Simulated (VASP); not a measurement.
# MgTe (P6_3mc) in VASP: single point with LDA

Aim: the single point of MgTe with LDA.

Program: VASP 6.6.1. These are calculated values, not measurements. Logs are shortened: lines on timing, memory, paths and dates and some standing lists are left out, and cuts for length are marked.

### Step 1. The cell of the first run

It takes space group P6_3mc (No. 186, hexagonal). Conventional cell: a = 4.570 Å, b = 4.570 Å, c = 7.412 Å, α = 90.00°, β = 90.00°, γ = 120.00°. Within 3.7 Å of Mg (site symmetry 3m) lie 4 Te at 2.77 to 2.85 Å. Te (site symmetry 3m) has 4 Mg at 2.77 to 2.85 Å within 3.7 Å.

### Step 2. Single point, LDA, non-collinear spin, zero start, spin-orbit coupling

Input file INCAR:

```
ALGO = Normal ; EDIFF = 1E-6
ENCUT = 600 ; GGA = CA
GGA_COMPAT = False ; ISIF = 2
ISMEAR = -1 ; LASPH = True
LCHARG = False ; LNONCOLLINEAR = True
LORBIT = 11 ; LORBMOM = True
LREAL = False ; LSORBIT = True
LWAVE = False ; MAGMOM = 0 0 0 0 0 0 0 0 0 0 0 0
NBANDS = 30 ; NELM = 200
PREC = Accurate ; SIGMA = 0.0215
```

Input file KPOINTS:

```
k-points
0
Gamma
  7 7 4
```

Input file POSCAR:

```
MgTe
1.0
    2.2852380000      3.9581430000      0.0000000000
   -2.2852380000      3.9581430000      0.0000000000
    0.0000000000      0.0000000000      7.4118560000
Mg Te
2 2
Direct
    0.3333300000      0.3333400000      0.0000000000
    0.6666600000      0.6666700000      0.5000000000
    0.3333300000      0.3333400000      0.3850000000
    0.6666600000      0.6666700000      0.8850000000
```

Potentials or basis: VASP PAW LDA potentials, release 64 (Mg, Te).

Command:

```console
cat potpaw_LDA.64/Mg/POTCAR potpaw_LDA.64/Te/POTCAR > POTCAR
mpirun -np 1 vasp_ncl > vasp.out
```

OUTCAR:

```text
EDIFF = 1E-6
   ENCUT = 600
   GGA = CA
   ISIF = 2
   ISMEAR = -1
   LASPH = True
   LNONCOLLINEAR = True
   LORBIT = 11
   LREAL = False
   LSORBIT = True
   NELM = 200
   PREC = Accurate

 ion  position               nearest neighbor table
   1  0.333  0.333  0.000-   4 2.77   4 2.77   4 2.77   3 2.85
   2  0.667  0.667  0.500-   3 2.77   3 2.77   3 2.77   4 2.85
   3  0.333  0.333  0.385-   2 2.77   2 2.77   2 2.77   1 2.85
   4  0.667  0.667  0.885-   1 2.77   1 2.77   1 2.77   2 2.85

  LATTYP: Found a hexagonal cell.
 ALAT       =     4.5704713898
 C/A-ratio  =     1.6216830536

  Lattice vectors:

 A1 = (   2.2852380000,  -3.9581430000,   0.0000000000)
 A2 = (   2.2852380000,   3.9581430000,   0.0000000000)
 A3 = (   0.0000000000,   0.0000000000,   7.4118560000)

Analysis of symmetry for initial positions (statically):
=====================================================================
 Subroutine PRICEL returns:
 Original cell was already a primitive cell.

 Routine SETGRP: Setting up the symmetry group for a
 hexagonal supercell.

 Subroutine GETGRP returns: Found  4 space group operations
 (whereof  1 operations were pure point group operations)
 out of a pool of 24 trial point group operations.

The static configuration has the point symmetry C_1 .
 The point group associated with its full space group is C_2v.

Analysis of symmetry for dynamics (positions and initial velocities):
=====================================================================
 Subroutine PRICEL returns:
 Original cell was already a primitive cell.

 Routine SETGRP: Setting up the symmetry group for a
 hexagonal supercell.

 Subroutine GETGRP returns: Found  4 space group operations
 (whereof  1 operations were pure point group operations)
 out of a pool of 24 trial point group operations.

The dynamic configuration has the point symmetry C_1 .
 The point group associated with its full space group is C_2v.

Analysis of structural, dynamic, and magnetic symmetry:
=====================================================================
 Subroutine PRICEL returns:
 Original cell was already a primitive cell.

 Routine SETGRP: Setting up the symmetry group for a
 hexagonal supercell.

 Subroutine GETGRP returns: Found  4 space group operations
 (whereof  1 operations were pure point group operations)
 out of a pool of 24 trial point group operations.

The overall configuration has the point symmetry C_1 .
 The point group associated with its full space group is C_2v.

 Subroutine INISYM returns: Found  4 space group operations
 (whereof  1 operations are pure point group operations),
[... 932 lines left out ...]
    total drift:                                0.000000     -0.000000     -0.000551

  FREE ENERGIE OF THE ION-ELECTRON SYSTEM (eV)
  ---------------------------------------------------
  free  energy   TOTEN  =       -14.7721566071 eV

  energy  without entropy=      -14.7721566071  energy(sigma->0) =      -14.77215661

 orbital moment (x)

 # of ion     p       d       tot
 ----------------------------------------
  1        -0.000  -0.000  -0.000
  2         0.000   0.000   0.000
  3         0.000   0.000   0.000
  4        -0.000  -0.000  -0.000
 ----------------------------------------
            0.000   0.000  -0.000

 orbital moment (y)

 # of ion     p       d       tot
 ----------------------------------------
  1         0.000   0.000   0.000
  2        -0.000   0.000  -0.000
  3         0.000   0.000   0.000
  4         0.000  -0.000  -0.000
 ----------------------------------------
            0.000  -0.000  -0.000

 orbital moment (z)

 # of ion     p       d       tot
 ----------------------------------------
  1         0.000   0.000   0.000
  2         0.000   0.000   0.000
  3         0.000   0.000   0.000
  4         0.000  -0.000  -0.000
 ----------------------------------------
            0.000  -0.000   0.000

 Spin-Orbit-Coupling matrix elements

 Ion:    1  E_soc:     -0.0001747
 l=   1
     0.0000000    -0.0000278    -0.0000315
    -0.0000278     0.0000000    -0.0000278
    -0.0000315    -0.0000278     0.0000000
 l=   2
     0.0000000    -0.0000000     0.0000000    -0.0000000    -0.0000001
    -0.0000000     0.0000000    -0.0000001     0.0000000    -0.0000000
     0.0000000    -0.0000001     0.0000000    -0.0000001     0.0000000
    -0.0000000     0.0000000    -0.0000001     0.0000000    -0.0000000
    -0.0000001    -0.0000000     0.0000000    -0.0000000     0.0000000
 l=   3
     0.0000000     0.0000000     0.0000000     0.0000000     0.0000000     0.0000000     0.0000000
     0.0000000     0.0000000     0.0000000     0.0000000     0.0000000     0.0000000     0.0000000
     0.0000000     0.0000000     0.0000000     0.0000000     0.0000000     0.0000000     0.0000000
     0.0000000     0.0000000     0.0000000     0.0000000     0.0000000     0.0000000     0.0000000
[... 49 lines left out ...]
 l=   2
     0.0000000    -0.0000072     0.0000000    -0.0000072    -0.0000488
    -0.0000072     0.0000000    -0.0000356    -0.0000021    -0.0000072
     0.0000000    -0.0000356     0.0000000    -0.0000356     0.0000000
    -0.0000072    -0.0000021    -0.0000356     0.0000000    -0.0000072
    -0.0000488    -0.0000072     0.0000000    -0.0000072     0.0000000
 l=   3
     0.0000000     0.0000000     0.0000000     0.0000000     0.0000000     0.0000000     0.0000000
     0.0000000     0.0000000     0.0000000     0.0000000     0.0000000     0.0000000     0.0000000
     0.0000000     0.0000000     0.0000000     0.0000000     0.0000000     0.0000000     0.0000000
     0.0000000     0.0000000     0.0000000     0.0000000     0.0000000     0.0000000     0.0000000
     0.0000000     0.0000000     0.0000000     0.0000000     0.0000000     0.0000000     0.0000000
     0.0000000     0.0000000     0.0000000     0.0000000     0.0000000     0.0000000     0.0000000
     0.0000000     0.0000000     0.0000000     0.0000000     0.0000000     0.0000000     0.0000000

 total charge

# of ion       s       p       d       tot
------------------------------------------
    1        0.181   0.133   0.024   0.337
    2        0.181   0.133   0.024   0.337
    3        1.344   2.153   0.010   3.507
    4        1.344   2.153   0.010   3.507
--------------------------------------------------
tot          3.049   4.570   0.068   7.687

 magnetization (x)

# of ion       s       p       d       tot
------------------------------------------
    1       -0.000  -0.000  -0.000  -0.000
    2        0.000   0.000   0.000   0.000
    3       -0.000   0.000  -0.000   0.000
    4        0.000  -0.000   0.000  -0.000
--------------------------------------------------
tot          0.000   0.000   0.000   0.000

 magnetization (y)

# of ion       s       p       d       tot
------------------------------------------
    1        0.000   0.000   0.000   0.000
    2        0.000   0.000   0.000   0.000
    3        0.000   0.000   0.000   0.000
    4        0.000   0.000   0.000   0.000
--------------------------------------------------
tot          0.000   0.000   0.000   0.000

 magnetization (z)

# of ion       s       p       d       tot
------------------------------------------
    1        0.000   0.000   0.000   0.000
    2        0.000   0.000   0.000   0.000
    3        0.000   0.000   0.000   0.000
    4        0.000   0.000   0.000   0.000
--------------------------------------------------
tot          0.000   0.000   0.000   0.000
```

OSZICAR:

```text
N       E                     dE             d eps       ncg     rms          rms(c)
DAV:   1     0.608087373592E+02    0.60809E+02   -0.55794E+03  3840   0.912E+02
DAV:   2    -0.875934677867E+01   -0.69568E+02   -0.64329E+02  4934   0.129E+02
DAV:   3    -0.151090712452E+02   -0.63497E+01   -0.63120E+01  5004   0.399E+01
DAV:   4    -0.152629980712E+02   -0.15393E+00   -0.15387E+00  4854   0.715E+00
DAV:   5    -0.152673327176E+02   -0.43346E-02   -0.43346E-02  5028   0.125E+00    0.553E+00
DAV:   6    -0.148545224842E+02    0.41281E+00   -0.47291E-01  4254   0.290E+00    0.346E+00
DAV:   7    -0.147800901812E+02    0.74432E-01   -0.14916E-01  4638   0.161E+00    0.239E+00
DAV:   8    -0.147744384307E+02    0.56518E-02   -0.29502E-02  4820   0.754E-01    0.741E-01
DAV:   9    -0.147720814185E+02    0.23570E-02   -0.80920E-03  4104   0.388E-01    0.103E-01
DAV:  10    -0.147721277951E+02   -0.46377E-04   -0.30702E-04  4624   0.914E-02    0.669E-02
DAV:  11    -0.147721418532E+02   -0.14058E-04   -0.11027E-05  4620   0.195E-02    0.272E-02
DAV:  12    -0.147721565003E+02   -0.14647E-04   -0.99538E-06  4364   0.178E-02    0.496E-03
DAV:  13    -0.147721566071E+02   -0.10680E-06   -0.32928E-07  3330   0.285E-03
   1 F= -.14772157E+02 E0= -.14772157E+02  d E =-.385491E-11  mag=    -0.0000    -0.0000    -0.0000
```

stdout:

```text
POSCAR found type information on POSCAR MgTe
 POSCAR found :  2 types and       4 ions
 scaLAPACK will be used
 LDA part: xc-table for (Slater(with rela. corr.)+CA(PZ))
 , standard interpolation
 POSCAR, INCAR and KPOINTS ok, starting setup
 FFT: planning ... GRIDC
 FFT: planning ... GRID_SOFT
 FFT: planning ... GRID
 WAVECAR not read
 entering main loop
```

Run time: 6.4 min. Hardware: 1 thread of AMD EPYC 9R45 (Zen 5), shared host; peak memory 0.75 GiB.

Results:

* Free energy: -14.7722 eV
* Pressure: -1.3 GPa
* Largest force: 0.203 eV/Å
* Net moment: 0.00 μB per cell
* Valence electrons inside the program's atomic spheres: Mg 0.34; Te 3.51

Forces in eV/Å, atoms in the order of the input:
```
Mg   0.000  0.000  0.203
Mg   0.000  0.000  0.203
Te   0.000  0.000 -0.203
Te   0.000  0.000 -0.203
```

Moments on the atoms (μB; x, y, z):
```
Mg  0.00 0.00 0.00
Mg  0.00 0.00 0.00
Te  0.00 0.00 0.00
Te  0.00 0.00 0.00
```
